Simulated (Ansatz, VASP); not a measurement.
**ZrS2: VASP beside Ansatz**

```
Zr S
1.0
     3.66000    0.00000    0.00000
    -1.83000    3.16965    0.00000
     0.00000    0.00000    5.83300
Zr S
1 2
Direct
  0.00000 0.00000 0.00000
  0.66667 0.33333 0.75117
  0.33333 0.66667 0.24883
```

Alike in both runs: functional PBE; k mesh 9 × 9 × 6; occupations gaussian, width 0.02 eV; no spin polarisation.

Ansatz relaxed the structure, and its values are those at the end. VASP's run is a single point on that final structure, the one shown.

```csv
,VASP,Ansatz
version,VASP 6.6.1,Ansatz 0.2.0
potentials or method,"VASP PAW PBE potentials, release 64 (Zr_sv, S), cutoff 500 eV","scalar-relativistic, plane waves, PAW"
valence electrons in the cell,24,24
```

Ansatz gave:

```
gap on the k mesh at the Fermi level (eV) : 0.86
least direct gap on the mesh (eV)         : 1.49
pressure (GPa)                            : 1.7
rms of the force components (eV/Å)        : 0.000
```

Question: What did VASP give for the same quantities?

Answer: gap on the k mesh at the Fermi level (eV): 0.86; least direct gap on the mesh (eV): 1.50; pressure (GPa): 1.6; rms of the force components (eV/Å): 0.003.

Ansatz's warnings: stress scf threshold loose.
